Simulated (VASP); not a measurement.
# ZnSe (zinc blende type) (F-43m) in VASP: further runs

ZnSe (zinc blende type) is run at these levels: HSE06; tasks: single point.

All numbers are computed with VASP 6.6.1; they aren't measurements. Logs are shortened: lines on timing, memory, paths and dates and some standing lists are left out, and cuts for length are marked.

### Step 1. The cell of the first run

It takes space group F-43m (No. 216, cubic). The conventional cell has a = 5.701 Å, b = 5.701 Å, c = 5.701 Å, α = 90.00°, β = 90.00°, γ = 90.00°. Within 3.3 Å of Zn (site symmetry -43m) lie 4 Se at 2.47 Å. Se (site symmetry -43m) has 4 Zn at 2.47 Å within 3.3 Å.

### Step 2. Single point, HSE06

The input, POSCAR:

```
ZnSe
1.0
    0.0000000000      2.8507376746      2.8507376746
    2.8507376746      0.0000000000      2.8507376746
    2.8507376746      2.8507376746      0.0000000000
Zn Se
1 1
Direct
    0.0000000000      0.0000000000      0.0000000000
    0.2500000000      0.2500000000      0.2500000000
```

The input, INCAR.step1:

```
SYSTEM = ZnSe
PREC = Accurate ; ENCUT = 520
EDIFF = 1E-5 ; ISMEAR = -1
SIGMA = 0.05 ; LREAL = .False.
LASPH = .True. ; NELM = 60
ALGO = Normal ; ISIF = 2
LWAVE = .True. ; LCHARG = .False.
NBANDS = 16 ; GGA = PE
```

The input, INCAR.step2:

```
SYSTEM = ZnSe
PREC = Accurate ; ENCUT = 520
EDIFF = 1E-6 ; ISMEAR = -1
SIGMA = 0.05 ; LREAL = .False.
LASPH = .True. ; NELM = 60
ALGO = Normal ; ISIF = 2
LWAVE = .False. ; LCHARG = .False.
GGA = PE ; LHFCALC = .True.
HFSCREEN = 0.2079 ; PRECFOCK = Normal
NBANDS = 16 ; ISTART = 1
```

The input, KPOINTS:

```
Automatic mesh
0
Gamma
  4 4 4
  0 0 0
```

Potentials or basis: VASP PAW PBE potentials, release 64 (Zn, Se).

On the command line:

```console
cat potpaw_PBE.64/Zn/POTCAR potpaw_PBE.64/Se/POTCAR > POTCAR
cp INCAR.step1 INCAR
mpirun -np 1 vasp_std > vasp.out
cp INCAR.step2 INCAR
mpirun -np 1 vasp_std > vasp.out
```

OUTCAR:

```text
SYSTEM = ZnSe
   PREC = Accurate
   ENCUT = 520
   EDIFF = 1E-6
   ISMEAR = -1
   LREAL = .False.
   LASPH = .True.
   NELM = 60
   ISIF = 2
   GGA = PE
   LHFCALC = .True.
   HFSCREEN = 0.2079
   PRECFOCK = Normal
   ISTART = 1

 ion  position               nearest neighbor table
   1  0.000  0.000  0.000-   2 2.47   2 2.47   2 2.47   2 2.47
   2  0.250  0.250  0.250-   1 2.47   1 2.47   1 2.47   1 2.47

  LATTYP: Found a face centered cubic cell.
 ALAT       =     5.7014753492

  Lattice vectors:

 A1 = (   0.0000000000,   2.8507376746,   2.8507376746)
 A2 = (   2.8507376746,   0.0000000000,   2.8507376746)
 A3 = (   2.8507376746,   2.8507376746,   0.0000000000)

Analysis of symmetry for initial positions (statically):
=====================================================================
 Subroutine PRICEL returns:
 Original cell was already a primitive cell.

 Routine SETGRP: Setting up the symmetry group for a
 face centered cubic supercell.

 Subroutine GETGRP returns: Found 24 space group operations
 (whereof 24 operations were pure point group operations)
 out of a pool of 48 trial point group operations.

The static configuration has the point symmetry T_d .

Analysis of symmetry for dynamics (positions and initial velocities):
=====================================================================
 Subroutine PRICEL returns:
 Original cell was already a primitive cell.

 Routine SETGRP: Setting up the symmetry group for a
 face centered cubic supercell.

 Subroutine GETGRP returns: Found 24 space group operations
 (whereof 24 operations were pure point group operations)
 out of a pool of 48 trial point group operations.

The dynamic configuration has the point symmetry T_d .

 Subroutine INISYM returns: Found 24 space group operations
 (whereof 24 operations are pure point group operations),
 and found     1 'primitive' translations

----------------------------------------------------------------------------------------

                                     Primitive cell

  volume of cell :      46.3342

  direct lattice vectors                    reciprocal lattice vectors
     0.000000000  2.850737675  2.850737675    -0.175393199  0.175393199  0.175393199
     2.850737675  0.000000000  2.850737675     0.175393199 -0.175393199  0.175393199
     2.850737675  2.850737675  0.000000000     0.175393199  0.175393199 -0.175393199

  length of vectors
     4.031551882  4.031551882  4.031551882     0.303789932  0.303789932  0.303789932

  position of ions in fractional coordinates (direct lattice)
     0.000000000  0.000000000  0.000000000
     0.250000000  0.250000000  0.250000000

  ion indices of the primitive-cell ions
   primitive index   ion index
                 1           1
                 2           2

----------------------------------------------------------------------------------------

 KPOINTS: Automatic mesh

Automatic generation of k-mesh.
 Grid dimensions read from file:
 generate k-points for:    4    4    4

 Generating k-lattice:

  Cartesian coordinates                     Fractional coordinates (reciprocal lattice)
    -0.043848300  0.043848300  0.043848300     0.250000000  0.000000000  0.000000000
     0.043848300 -0.043848300  0.043848300     0.000000000  0.250000000  0.000000000
     0.043848300  0.043848300 -0.043848300     0.000000000  0.000000000  0.250000000

  Length of vectors
     0.075947483  0.075947483  0.075947483

  Shift w.r.t. Gamma in fractional coordinates (k-lattice)
     0.000000000  0.000000000  0.000000000

 Subroutine IBZKPT returns following result:
 ===========================================

 Found      8 irreducible k-points:

 Following reciprocal coordinates:
            Coordinates               Weight
  0.000000  0.000000  0.000000      1.000000
  0.250000  0.000000  0.000000      8.000000
  0.500000  0.000000  0.000000      4.000000
  0.250000  0.250000  0.000000      6.000000
  0.500000  0.250000  0.000000     24.000000
 -0.250000  0.250000  0.000000     12.000000
  0.500000  0.500000  0.000000      3.000000
 -0.250000  0.500000  0.250000      6.000000
   k-points           NKPTS =      8   k-points in BZ     NKDIM =     64   number of bands    NBANDS=     16
   number of dos      NEDOS =    301   number of ions     NIONS =      2
   total plane-waves  NPLWV =  27000
   dimension x,y,z NGX =    30 NGY =   30 NGZ =   30
   dimension x,y,z NGXF=    60 NGYF=   60 NGZF=   60
   ions per type =               1   1
   NGX,Y,Z   is equivalent  to a cutoff of  12.37, 12.37, 12.37 a.u.
   NGXF,Y,Z  is equivalent  to a cutoff of  24.74, 24.74, 24.74 a.u.
 SYSTEM =  ZnSe
   PREC   = accura    normal or accurate (medium, high low for compatibility)
   ISTART =      1    job   : 0-new  1-cont  2-samecut
   ICHARG =      0    charge: 1-file 2-atom 10-const
   ISPIN  =      1    spin polarized calculation?
   LNONCOLLINEAR =      F non collinear calculations
   LSORBIT =      F    spin-orbit coupling
   LASPH  =      T    aspherical Exc in radial PAW
   ENCUT  =  520.0 eV  38.22 Ry    6.18 a.u.   7.50  7.50  7.50*2*pi/ulx,y,z
   NELM   =     60;   NELMIN=  2; NELMDL=  0     # of ELM steps
   EDIFF  = 0.1E-05   stopping-criterion for ELM
   LREAL  =      F    real-space projection
   EDIFFG = 0.1E-04   stopping-criterion for IOM
   NSW    =      0    number of steps for IOM
   IBRION =     -1    ionic relax: 0-MD 1-quasi-New 2-CG
   NFREE  =      0    steps in history (QN), initial steepest desc. (CG)
   ISIF   =      2    stress and relaxation
   ISYM   =      3    0-nonsym 1-usesym 2-fastsym
   POTIM  = 0.5000    time-step for ionic-motion
   TEBEG  =    0.0;   TEEND  =   0.0 temperature during run
   PSTRESS=    0.0 pullay stress
   NELECT =      18.0000    total number of electrons
   NUPDOWN=      -1.0000    fix difference up-down
   EMIN   =  10.00;   EMAX   =-10.00  energy-range for DOS
   EFERMI =   0.00;   METHOD = LEGACY
   ISMEAR =    -1;   SIGMA  =   0.05  broadening in eV -4-tet -1-fermi 0-gaus
   EFERMI_NEDOS =   21; number of points for ismear=-14 and -15
   IALGO  =     38    algorithm
   IMIX   =      1    mixing-type and parameters
     AMIX     =   0.40;   BMIX     =  1.00
     AMIX_MAG =   1.60;   BMIX_MAG =  1.00
  volume/ion in A,a.u.               =      23.17       156.34
  Fermi-wavevector in a.u.,A,eV,Ry     =   1.194534  2.257341 19.414300  1.426911
  Thomas-Fermi vector in A             =   2.330521
   LORBIT       =      0    0 simple, 1 ext, 2 COOP (PROOUT), +10 PAW based schemes
   GGA     = PE    functional components
   LHFCALC =     T    Hartree Fock is set to
   PRECFOCK=normal    Normal, Fast or Accurate (Low or Medium for compatibility)
   ENCUT4O =  -1.0   cutoff for four orbital integrals eV
   NKREDX  =     1    reduce k-point grid by
   NKREDY  =     1    reduce k-point grid by
   NKREDZ  =     1    reduce k-point grid by
   AEXX    =    0.2500 exact exchange contribution
   HFSCREEN=    0.2079 screening length (either q_TF or 0.3 A-1)
   HFSCREENC=   0.2079 screening length for correlation (either q_TF or 0.3 A-1)
   ENCUTFOCK=  -1.0 apply spherical cutoff to Coloumb kernel
   IVDW    =     0    specifies the selected vdW correction
   LEPSILON=     F    determine dielectric tensor
   LRPA    =     F    only Hartree local field effects (RPA)
 non-spin polarized calculation
  energy-cutoff  :      520.00
  volume of cell :       46.33
 maximum number of plane-waves:      1283
 NGX is ok and might be reduce to    30
  NGX = 24; NGY = 24; NGZ = 24

 number of electron      18.0000019 magnetization

 Free energy of the ion-electron system (eV)
  ---------------------------------------------------
  ext. energy  EPLUGINS =         0.00000000
  ---------------------------------------------------
  free energy    TOTEN  =        -7.38050564 eV

  energy without entropy =       -7.38050564  energy(sigma->0) =       -7.38050564

 E-fermi :   1.8904     XC(G=0):  -7.6631

 val. band max:        0.8240439362   @ k =   0.0000   0.0000   0.0000
 cond. band min:       3.1695102538   @ k =   0.0000   0.0000   0.0000
 fundamental gap:      2.3454663175
 Fermi energy:         1.8904036690

 k-point     1 :       0.0000    0.0000    0.0000
  band No.  band energies     occupation
      1     -13.4161      2.00000
      2      -7.3119      2.00000
      3      -7.3119      2.00000
      4      -7.3119      2.00000
      5      -6.9979      2.00000
      6      -6.9979      2.00000
      7       0.8240      2.00000
      8       0.8240      2.00000
      9       0.8240      2.00000
     10       3.1695      0.00000
     11       7.7679      0.00000
     12       7.7679      0.00000
     13       7.7679      0.00000
     14      12.0424      0.00000
     15      13.4766      0.00000
     16      13.4766      0.00000

 k-point     2 :       0.2500    0.0000    0.0000
  band No.  band energies     occupation
      1     -13.0332      2.00000
      2      -7.2678      2.00000
      3      -7.2678      2.00000
      4      -7.2008      2.00000
      5      -6.9982      2.00000
      6      -6.9982      2.00000
      7      -2.3434      2.00000
      8       0.3414      2.00000
      9       0.3414      2.00000
     10       4.6536      0.00000
     11       8.4147      0.00000
     12       8.4147      0.00000
     13       8.5081      0.00000
     14      12.4123      0.00000
     15      12.4123      0.00000
     16      12.7049      0.00000

 k-point     3 :       0.5000    0.0000    0.0000
  band No.  band energies     occupation
      1     -12.5876      2.00000
      2      -7.2350      2.00000
      3      -7.2350      2.00000
      4      -6.9848      2.00000
      5      -6.9848      2.00000
      6      -6.8204      2.00000
      7      -4.5833      2.00000
      8      -0.0611      2.00000
      9      -0.0611      2.00000
     10       4.4438      0.00000
     11       8.3161      0.00000
     12       8.3161      0.00000
     13      10.5165      0.00000
     14      13.0622      0.00000
     15      15.2517      0.00000
     16      15.2517      0.00000

 k-point     4 :       0.2500    0.2500    0.0000
  band No.  band energies     occupation
      1     -12.9050      2.00000
      2      -7.2499      2.00000
      3      -7.2164      2.00000
      4      -7.2164      2.00000
      5      -7.0144      2.00000
      6      -6.9778      2.00000
      7      -2.1709      2.00000
      8      -0.4518      2.00000
      9      -0.4518      2.00000
     10       5.8251      0.00000
     11       5.8909      0.00000
     12      10.0789      0.00000
     13      10.0789      0.00000
     14      10.1523      0.00000
     15      14.3841      0.00000
     16      15.9777      0.00000

 k-point     5 :       0.5000    0.2500    0.0000
  band No.  band energies     occupation
      1     -12.4577      2.00000
      2      -7.2095      2.00000
      3      -7.1673      2.00000
      4      -7.0657      2.00000
      5      -6.9764      2.00000
      6      -6.8093      2.00000
      7      -3.9824      2.00000
      8      -1.6830      2.00000
      9      -0.8034      2.00000
     10       5.6061      0.00000
     11       7.5414      0.00000
     12       9.4711      0.00000
     13      10.3669      0.00000
     14      13.1488      0.00000
     15      15.4172      0.00000
     16      16.2597      0.00000

 k-point     6 :      -0.2500    0.2500    0.0000
  band No.  band energies     occupation
      1     -12.6073      2.00000
      2      -7.2177      2.00000
      3      -7.2113      2.00000
      4      -7.0356      2.00000
      5      -7.0085      2.00000
      6      -6.9107      2.00000
      7      -3.5189      2.00000
      8      -1.7855      2.00000
      9      -0.1008      2.00000
     10       6.1023      0.00000
     11       8.2923      0.00000
     12       8.7200      0.00000
     13       9.3449      0.00000
     14      11.7951      0.00000
     15      14.1570      0.00000
     16      16.2503      0.00000

 k-point     7 :       0.5000    0.5000    0.0000
  band No.  band energies     occupation
      1     -12.3100      2.00000
      2      -7.1909      2.00000
      3      -7.1020      2.00000
      4      -7.1020      2.00000
      5      -6.9577      2.00000
      6      -6.7759      2.00000
      7      -4.2122      2.00000
      8      -1.4159      2.00000
      9      -1.4159      2.00000
     10       4.7199      0.00000
     11       5.3247      0.00000
     12      12.8591      0.00000
     13      13.5022      0.00000
     14      13.5022      0.00000
     15      16.0675      0.00000
     16      16.5377      0.00000

 k-point     8 :      -0.2500    0.5000    0.2500
  band No.  band energies     occupation
      1     -12.3062      2.00000
      2      -7.1787      2.00000
      3      -7.1485      2.00000
      4      -7.0318      2.00000
      5      -7.0063      2.00000
      6      -6.6731      2.00000
      7      -3.9973      2.00000
      8      -2.0848      2.00000
      9      -1.8618      2.00000
     10       7.2569      0.00000
     11       7.6165      0.00000
     12       8.9833      0.00000
     13       9.5897      0.00000
     14      13.9489      0.00000
     15      15.9880      0.00000
     16      16.1652      0.00000

------------------------ aborting loop because EDIFF is reached ----------------------------------------

  FORCE on cell =-STRESS in cart. coord.  units (eV):
  Direction    XX          YY          ZZ          XY          YZ          ZX
  --------------------------------------------------------------------------------------
  -------------------------------------------------------------------------------------
  Total        0.0752147      0.0752147      0.0752147     -0.0000000     -0.0000000     -0.0000000
  in kB        2.6008265      2.6008265      2.6008265     -0.0000000     -0.0000000     -0.0000000
  external PRESSURE =       2.6008265 kB  Pullay stress =       0.0000000 kB

 VOLUME and BASIS-vectors are now :
 -----------------------------------------------------------------------------
  energy-cutoff  :      520.00
  volume of cell :       46.33
      direct lattice vectors                 reciprocal lattice vectors
     0.000000000  2.850737675  2.850737675    -0.175393199  0.175393199  0.175393199
     2.850737675  0.000000000  2.850737675     0.175393199 -0.175393199  0.175393199
     2.850737675  2.850737675  0.000000000     0.175393199  0.175393199 -0.175393199

 POSITION                                       TOTAL-FORCE (eV/Angst)
 -----------------------------------------------------------------------------------
      0.00000      0.00000      0.00000         0.000000      0.000000      0.000000
      1.42537      1.42537      1.42537        -0.000000     -0.000000     -0.000000
 -----------------------------------------------------------------------------------
    total drift:                                0.000219      0.000186      0.000129

  FREE ENERGIE OF THE ION-ELECTRON SYSTEM (eV)
  ---------------------------------------------------
  free  energy   TOTEN  =        -7.3805056441 eV

  energy  without entropy=       -7.3805056441  energy(sigma->0) =       -7.38050564
```

It took 12 min on 1 thread of Intel Xeon 8259CL, shared host; peak memory 0.27 GiB.

Results:

| Quantity | Value |
| --- | --- |
| Free energy | -7.3805 eV |
| Pressure | 0.3 GPa |
| Band gap on the k mesh | 2.35 eV |

Caveat: the k points lie up to 0.48 Å⁻¹ apart; the PAW data sets were made with another functional, which shifts forces and pressure a little.

[end of part 1 of 2]
